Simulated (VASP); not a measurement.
# Ba (Im-3m) in VASP: notebook

Ba is run at these levels: PBEsol; tasks: single point.

All numbers are computed with VASP 6.6.1; they aren't measurements. Logs are shortened: lines on timing, memory, paths and dates and some standing lists are left out, and cuts for length are marked.

### 1 The cell of the first run

Symmetry: Im-3m, No. 229, cubic system. The conventional cell has a = 3.604 Å, b = 3.604 Å, c = 3.604 Å, α = 90.00°, β = 90.00°, γ = 90.00°. Ba (site symmetry m-3m) has 14 Ba at 3.12 to 3.60 Å within 4.1 Å.

### 2 Single point, PBEsol

Input file INCAR:

```
SYSTEM = Ba
PREC = Accurate
ENCUT = 520
EDIFF = 1E-6
ISMEAR = -1
SIGMA = 0.05
LREAL = .False.
LASPH = .True.
NELM = 100
ALGO = Normal
ISIF = 2
LWAVE = .False.
LCHARG = .True.
GGA = PS
LELF = .True.
LVHAR = .True.
NBANDS = 11
```

Input file KPOINTS:

```
regular mesh
0
Gamma
  8 8 8
  0 0 0
```

Input file POSCAR:

```
Ba
1.0
   -1.8020430621      1.8020430621      1.8020430621
    1.8020430621     -1.8020430621      1.8020430621
    1.8020430621      1.8020430621     -1.8020430621
Ba
1
Direct
    0.0000000000      0.0000000000      0.0000000000
```

Potentials or basis: VASP PAW PBE potentials, release 64 (Ba_sv).

Run with:

```sh
$ cat potpaw_PBE.64/Ba_sv/POTCAR > POTCAR
$ mpirun -np 1 vasp_std > vasp.out
```

OUTCAR:

```text
SYSTEM = Ba
   PREC = Accurate
   ENCUT = 520
   EDIFF = 1E-6
   ISMEAR = -1
   LREAL = .False.
   LASPH = .True.
   NELM = 100
   ISIF = 2
   GGA = PS

 ion  position               nearest neighbor table
   1  0.000  0.000  0.000-

  LATTYP: Found a body centered cubic cell.
 ALAT       =     3.6040861242

  Lattice vectors:

 A1 = (  -1.8020430621,   1.8020430621,   1.8020430621)
 A2 = (   1.8020430621,  -1.8020430621,   1.8020430621)
 A3 = (   1.8020430621,   1.8020430621,  -1.8020430621)

Analysis of symmetry for initial positions (statically):
=====================================================================
 Subroutine PRICEL returns:
 Original cell was already a primitive cell.

 Routine SETGRP: Setting up the symmetry group for a
 body centered cubic supercell.

 Subroutine GETGRP returns: Found 48 space group operations
 (whereof 48 operations were pure point group operations)
 out of a pool of 48 trial point group operations.

The static configuration has the point symmetry O_h .

Analysis of symmetry for dynamics (positions and initial velocities):
=====================================================================
 Subroutine PRICEL returns:
 Original cell was already a primitive cell.

 Routine SETGRP: Setting up the symmetry group for a
 body centered cubic supercell.

 Subroutine GETGRP returns: Found 48 space group operations
 (whereof 48 operations were pure point group operations)
 out of a pool of 48 trial point group operations.

The dynamic configuration has the point symmetry O_h .

 Subroutine INISYM returns: Found 48 space group operations
 (whereof 48 operations are pure point group operations),
 and found     1 'primitive' translations

----------------------------------------------------------------------------------------

                                     Primitive cell

  volume of cell :      23.4075

  direct lattice vectors                    reciprocal lattice vectors
    -1.802043062  1.802043062  1.802043062     0.000000000  0.277462848  0.277462848
     1.802043062 -1.802043062  1.802043062     0.277462848  0.000000000  0.277462848
     1.802043062  1.802043062 -1.802043062     0.277462848  0.277462848  0.000000000

  length of vectors
     3.121230141  3.121230141  3.121230141     0.392391723  0.392391723  0.392391723

  position of ions in fractional coordinates (direct lattice)
     0.000000000  0.000000000  0.000000000

  ion indices of the primitive-cell ions
   primitive index   ion index
                 1           1

----------------------------------------------------------------------------------------

 KPOINTS: regular mesh

Automatic generation of k-mesh.
 Grid dimensions read from file:
 generate k-points for:    8    8    8

 Generating k-lattice:

  Cartesian coordinates                     Fractional coordinates (reciprocal lattice)
     0.000000000  0.034682856  0.034682856     0.125000000  0.000000000  0.000000000
     0.034682856  0.000000000  0.034682856     0.000000000  0.125000000  0.000000000
     0.034682856  0.034682856  0.000000000     0.000000000  0.000000000  0.125000000

  Length of vectors
     0.049048965  0.049048965  0.049048965

  Shift w.r.t. Gamma in fractional coordinates (k-lattice)
     0.000000000  0.000000000  0.000000000

 Subroutine IBZKPT returns following result:
 ===========================================

 Found     29 irreducible k-points:

 Following reciprocal coordinates:
            Coordinates               Weight
  0.000000  0.000000  0.000000      1.000000
  0.125000  0.000000  0.000000     12.000000
  0.250000  0.000000  0.000000     12.000000
  0.375000  0.000000  0.000000     12.000000
  0.500000  0.000000  0.000000      6.000000
  0.125000  0.125000  0.000000     24.000000
[... 16 lines left out ...]
 -0.250000  0.250000  0.250000      6.000000
 -0.375000  0.375000  0.250000     24.000000
 [... further k-points ...]
   k-points           NKPTS =     29   k-points in BZ     NKDIM =     29   number of bands    NBANDS=     11
   number of dos      NEDOS =    301   number of ions     NIONS =      1
   total plane-waves  NPLWV =  13824
   dimension x,y,z NGX =    24 NGY =   24 NGZ =   24
   dimension x,y,z NGXF=    48 NGYF=   48 NGZF=   48
   ions per type =               1
   NGX,Y,Z   is equivalent  to a cutoff of  12.78, 12.78, 12.78 a.u.
   NGXF,Y,Z  is equivalent  to a cutoff of  25.57, 25.57, 25.57 a.u.
 SYSTEM =  Ba
   PREC   = accura    normal or accurate (medium, high low for compatibility)
   ISTART =      0    job   : 0-new  1-cont  2-samecut
   ICHARG =      2    charge: 1-file 2-atom 10-const
   ISPIN  =      1    spin polarized calculation?
   LNONCOLLINEAR =      F non collinear calculations
   LSORBIT =      F    spin-orbit coupling
   LASPH  =      T    aspherical Exc in radial PAW
   ENCUT  =  520.0 eV  38.22 Ry    6.18 a.u.   5.80  5.80  5.80*2*pi/ulx,y,z
   NELM   =    100;   NELMIN=  2; NELMDL= -5     # of ELM steps
   EDIFF  = 0.1E-05   stopping-criterion for ELM
   LREAL  =      F    real-space projection
   EDIFFG = 0.1E-04   stopping-criterion for IOM
   NSW    =      0    number of steps for IOM
   IBRION =     -1    ionic relax: 0-MD 1-quasi-New 2-CG
   NFREE  =      0    steps in history (QN), initial steepest desc. (CG)
   ISIF   =      2    stress and relaxation
   ISYM   =      2    0-nonsym 1-usesym 2-fastsym
   POTIM  = 0.5000    time-step for ionic-motion
   TEBEG  =    0.0;   TEEND  =   0.0 temperature during run
   PSTRESS=    0.0 pullay stress
   NELECT =      10.0000    total number of electrons
   NUPDOWN=      -1.0000    fix difference up-down
   EMIN   =  10.00;   EMAX   =-10.00  energy-range for DOS
   EFERMI =   0.00;   METHOD = LEGACY
   ISMEAR =    -1;   SIGMA  =   0.05  broadening in eV -4-tet -1-fermi 0-gaus
   EFERMI_NEDOS =   21; number of points for ismear=-14 and -15
   IALGO  =     38    algorithm
   IMIX   =      4    mixing-type and parameters
     AMIX     =   0.40;   BMIX     =  1.00
     AMIX_MAG =   1.60;   BMIX_MAG =  1.00
  volume/ion in A,a.u.               =      23.41       157.96
  Fermi-wavevector in a.u.,A,eV,Ry     =   1.232981  2.329996 20.684145  1.520242
  Thomas-Fermi vector in A             =   2.367729
   LORBIT       =      0    0 simple, 1 ext, 2 COOP (PROOUT), +10 PAW based schemes
   GGA     = PS    functional components
   LHFCALC =     F    Hartree Fock is set to
   AEXX    =    0.0000 exact exchange contribution
   IVDW    =     0    specifies the selected vdW correction
   LEPSILON=     F    determine dielectric tensor
   LRPA    =     F    only Hartree local field effects (RPA)
 non-spin polarized calculation
  energy-cutoff  :      520.00
  volume of cell :       23.41
 maximum number of plane-waves:       664
   NGX = 11   NGY = 11   NGZ = 11

 number of electron      10.0000000 magnetization

 Free energy of the ion-electron system (eV)
  ---------------------------------------------------
  ext. energy  EPLUGINS =         0.00000000
  ---------------------------------------------------
  free energy    TOTEN  =        -0.17669461 eV

  energy without entropy =       -0.16542339  energy(sigma->0) =       -0.17105900

 E-fermi :   7.1018     XC(G=0): -11.5079

 val. band max:        7.0920269300   @ k =  -0.2500   0.2500   0.1250
 cond. band min:       7.1146468133   @ k =   0.3750   0.1250   0.1250
 fundamental gap:      0.0226198832
 Fermi energy:         7.1018263450

 k-point     1 :       0.0000    0.0000    0.0000
  band No.  band energies     occupation
      1     -22.7907      2.00000
      2      -4.2180      2.00000
      3      -4.2180      2.00000
      4      -4.2180      2.00000
      5       6.2786      2.00000
      6       9.3994      0.00000
      7       9.3994      0.00000
      8       9.3994      0.00000
      9      12.7934      0.00000
     10      12.7934      0.00000
     11      16.5656      0.00000

 k-point     2 :       0.1250    0.0000    0.0000
  band No.  band energies     occupation
      1     -22.5998      2.00000
      2      -5.3014      2.00000
      3      -4.5371      2.00000
      4      -4.2543      2.00000
      5       7.0844      1.17259
      6       8.6773      0.00000
      7       9.2952      0.00000
      8      10.4257      0.00000
      9      11.8217      0.00000
     10      12.5471      0.00000
     11      17.7629      0.00000

 k-point     3 :       0.2500    0.0000    0.0000
  band No.  band energies     occupation
      1     -22.0946      2.00000
      2      -7.4277      2.00000
      3      -5.2068      2.00000
      4      -4.3447      2.00000
      5       6.3138      2.00000
      6       7.4582      0.00160
      7      10.8429      0.00000
      8      12.6185      0.00000
      9      12.7995      0.00000
     10      13.1935      0.00000
     11      19.8033      0.00000

 k-point     4 :       0.3750    0.0000    0.0000
  band No.  band energies     occupation
      1     -21.5051      2.00000
      2      -9.2532      2.00000
      3      -5.7756      2.00000
      4      -4.4387      2.00000
      5       5.0836      2.00000
      6       6.5769      1.99994
      7      12.7260      0.00000
      8      13.5633      0.00000
      9      15.0277      0.00000
     10      17.1182      0.00000
     11      18.1553      0.00000
[... 239 lines left out ...]
 k-point    22 :       0.2500    0.2500    0.2500
  band No.  band energies     occupation
      1     -21.0224      2.00000
      2      -7.8108      2.00000
      3      -7.8108      2.00000
      4      -7.8108      2.00000
      5      10.1778      0.00000
      6      10.1778      0.00000
      7      10.1778      0.00000
      8      15.6269      0.00000
      9      15.6269      0.00000
     10      19.3571      0.00000
     11      21.1878      0.00000

 k-point    23 :      -0.2500    0.2500    0.2500
  band No.  band energies     occupation
      1     -21.4833      2.00000
      2      -7.5729      2.00000
      3      -6.2872      2.00000
      4      -6.2872      2.00000
      5       5.9812      2.00000
      6       9.2839      0.00000
      7      10.6874      0.00000
      8      10.6874      0.00000
      9      12.1975      0.00000
     10      16.1281      0.00000
     11      20.5440      0.00000

 k-point    24 :      -0.3750    0.3750    0.2500
  band No.  band energies     occupation
      1     -20.9803      2.00000
      2      -8.5932      2.00000
      3      -6.8949      2.00000
      4      -6.4923      2.00000
      5       5.1422      2.00000
      6       7.8063      0.00000
      7      10.4713      0.00000
      8      11.4413      0.00000
      9      15.6332      0.00000
     10      17.3138      0.00000
     11      23.4124      0.00000

 [... further k-points ...]

------------------------ aborting loop because EDIFF is reached ----------------------------------------

  FORCE on cell =-STRESS in cart. coord.  units (eV):
  Direction    XX          YY          ZZ          XY          YZ          ZX
  --------------------------------------------------------------------------------------
  -------------------------------------------------------------------------------------
  Total        5.5331578      5.5331578      5.5331578     -0.0000000     -0.0000000      0.0000000
  in kB      378.7286432    378.7286432    378.7286432     -0.0000000     -0.0000000      0.0000000
  external PRESSURE =     378.7286432 kB  Pullay stress =       0.0000000 kB

 VOLUME and BASIS-vectors are now :
 -----------------------------------------------------------------------------
  energy-cutoff  :      520.00
  volume of cell :       23.41
      direct lattice vectors                 reciprocal lattice vectors
    -1.802043062  1.802043062  1.802043062     0.000000000  0.277462848  0.277462848
     1.802043062 -1.802043062  1.802043062     0.277462848  0.000000000  0.277462848
     1.802043062  1.802043062 -1.802043062     0.277462848  0.277462848  0.000000000

 POSITION                                       TOTAL-FORCE (eV/Angst)
 -----------------------------------------------------------------------------------
      0.00000      0.00000      0.00000         0.000000     -0.000000     -0.000000
 -----------------------------------------------------------------------------------
    total drift:                                0.000000     -0.000000     -0.000000

  FREE ENERGIE OF THE ION-ELECTRON SYSTEM (eV)
  ---------------------------------------------------
  free  energy   TOTEN  =        -0.1766946071 eV

  energy  without entropy=       -0.1654233908  energy(sigma->0) =       -0.17105900
```

It took 6.9 s on 1 thread of Intel Xeon 8259CL, shared host; peak memory 0.14 GiB.

Results:

```
Free energy            : -0.1767 eV
Pressure               : 37.9 GPa
Band gap on the k mesh : zero (bands 5 and 6 overlap by 7.03 eV)
```

Levels at points of the mesh, in eV from the Fermi level:
```tsv
k point	band 3	band 4	band 5	band 6	band 7	band 8
(0.00, 0.00, 0.00)	-11.32	-11.32	-0.82	2.30	2.30	2.30
(0.50, 0.00, 0.00)	-13.09	-11.58	-2.47	-0.83	6.94	8.00
(0.50, 0.50, 0.50)	-15.09	-15.09	-3.95	-3.95	11.13	11.13
```

Caveat: the cell stands under pressure; the PAW data sets were made with another functional, which shifts forces and pressure a little; spin-orbit coupling is left out, which moves the levels of the heavy elements.

### 3 Single point, PBEsol

This run uses another cell than the first one, of 26.90 Å³/atom.

Input file INCAR:

```
SYSTEM = Ba
PREC = Accurate
ENCUT = 520
EDIFF = 1E-7
ISMEAR = -1
SIGMA = 0.05
LREAL = .FALSE.
LASPH = .TRUE.
NELM = 80
ALGO = Fast
ISIF = 2
LWAVE = .FALSE.
LCHARG = .TRUE.
GGA = PS
LELF = .TRUE.
LVHAR = .TRUE.
NBANDS = 11
```

Input file KPOINTS:

```
Automatic mesh
0
G
  8 8 8
  0 0 0
```

Input file POSCAR:

```
Ba
1.0
   -1.8875074897      1.8875074897      1.8875074897
    1.8875074897     -1.8875074897      1.8875074897
    1.8875074897      1.8875074897     -1.8875074897
Ba
1
Direct
    0.0000000000      0.0000000000      0.0000000000
```

Potentials or basis: VASP PAW PBE potentials, release 64 (Ba_sv).

Run with:

```sh
$ cat potpaw_PBE.64/Ba_sv/POTCAR > POTCAR
$ mpirun -np 1 vasp_std > vasp.out
```

Wall time 8.9 s (1 thread of Intel Xeon 8259CL, shared host); peak memory 0.14 GiB.

Results (log left out):

- Free energy: -0.8220 eV
- Pressure: 24.1 GPa
- Band gap on the k mesh: zero (bands 5 and 6 overlap by 5.50 eV)

Levels at points of the mesh, in eV from the Fermi level:
```
           k point  band 1  band 2  band 3  band 4  band 5  band 6  band 7  band 8  band 9  band 10
(0.00, 0.00, 0.00)  -29.22  -11.78  -11.78  -11.78   -1.67    2.30    2.30    2.30    5.36     5.36
(0.50, 0.00, 0.00)  -28.18  -16.12  -13.10  -11.94   -2.14   -0.42    6.24    6.64    7.26     8.30
(0.50, 0.50, 0.50)  -27.50  -14.61  -14.61  -14.61   -3.15   -3.15    9.92    9.92    9.92    10.77
```

Caveat: the cell stands under pressure; the PAW data sets were made with another functional, which shifts forces and pressure a little; spin-orbit coupling is left out, which moves the levels of the heavy elements.

### 4 Single point, PBEsol

This run uses another cell than the first one, of 33.86 Å³/atom.

Input file INCAR:

```
SYSTEM = Ba
ALGO = Normal
EDIFF = 1E-6
ENCUT = 520
GGA = PS
ISIF = 2
ISMEAR = -1
LASPH = .True.
LCHARG = .False.
LREAL = .False.
LWAVE = .False.
NBANDS = 11
NELM = 100
PREC = Accurate
SIGMA = 0.05
```

Input file KPOINTS:

```
k-points
0
Gamma
  8 8 8
  0 0 0
```

Input file POSCAR:

```
Ba
1.0
   -2.0380136756      2.0380136756      2.0380136756
    2.0380136756     -2.0380136756      2.0380136756
    2.0380136756      2.0380136756     -2.0380136756
Ba
1
Direct
    0.0000000000      0.0000000000      0.0000000000
```

Potentials or basis: VASP PAW PBE potentials, release 64 (Ba_sv).

Run with:

```sh
$ cat potpaw_PBE.64/Ba_sv/POTCAR > POTCAR
$ mpirun -np 1 vasp_std > vasp.out
```

OUTCAR:

```text
SYSTEM = Ba
   EDIFF = 1E-6
   ENCUT = 520
   GGA = PS
   ISIF = 2
   ISMEAR = -1
   LASPH = .True.
   LREAL = .False.
   NELM = 100
   PREC = Accurate

 ion  position               nearest neighbor table
   1  0.000  0.000  0.000-

  LATTYP: Found a body centered cubic cell.
 ALAT       =     4.0760273512

  Lattice vectors:

 A1 = (  -2.0380136756,   2.0380136756,   2.0380136756)
 A2 = (   2.0380136756,  -2.0380136756,   2.0380136756)
[... 515 lines left out ...]
     11      16.5421      0.00000

 [... further k-points ...]

------------------------ aborting loop because EDIFF is reached ----------------------------------------

  FORCE on cell =-STRESS in cart. coord.  units (eV):
  Direction    XX          YY          ZZ          XY          YZ          ZX
  --------------------------------------------------------------------------------------
  -------------------------------------------------------------------------------------
  Total        2.4428663      2.4428663      2.4428663     -0.0000000      0.0000000     -0.0000000
  in kB      115.5923259    115.5923259    115.5923259     -0.0000000      0.0000000     -0.0000000
  external PRESSURE =     115.5923259 kB  Pullay stress =       0.0000000 kB

 VOLUME and BASIS-vectors are now :
 -----------------------------------------------------------------------------
  energy-cutoff  :      520.00
  volume of cell :       33.86
      direct lattice vectors                 reciprocal lattice vectors
    -2.038013676  2.038013676  2.038013676     0.000000000  0.245336921  0.245336921
     2.038013676 -2.038013676  2.038013676     0.245336921  0.000000000  0.245336921
     2.038013676  2.038013676 -2.038013676     0.245336921  0.245336921  0.000000000

 POSITION                                       TOTAL-FORCE (eV/Angst)
 -----------------------------------------------------------------------------------
      0.00000      0.00000      0.00000         0.000000     -0.000000      0.000000
 -----------------------------------------------------------------------------------
    total drift:                               -0.000000     -0.000000     -0.000000

  FREE ENERGIE OF THE ION-ELECTRON SYSTEM (eV)
  ---------------------------------------------------
  free  energy   TOTEN  =        -1.5503323687 eV

  energy  without entropy=       -1.5404122960  energy(sigma->0) =       -1.54537233
```

Wall time 10 s (1 thread of Intel Xeon 8259CL, shared host); peak memory 0.16 GiB.

Results:

| Property | Result |
| --- | --- |
| Free energy | -1.5503 eV |
| Pressure | 11.6 GPa |
| Band gap on the k mesh | zero (bands 5 and 6 overlap by 3.61 eV) |

Caveat: the cell stands under pressure; the PAW data sets were made with another functional, which shifts forces and pressure a little; spin-orbit coupling is left out, which moves the levels of the heavy elements.

[end of part 1 of 2]

The gap in the log of VASP goes by the Fermi energy; the results here count the filled bands.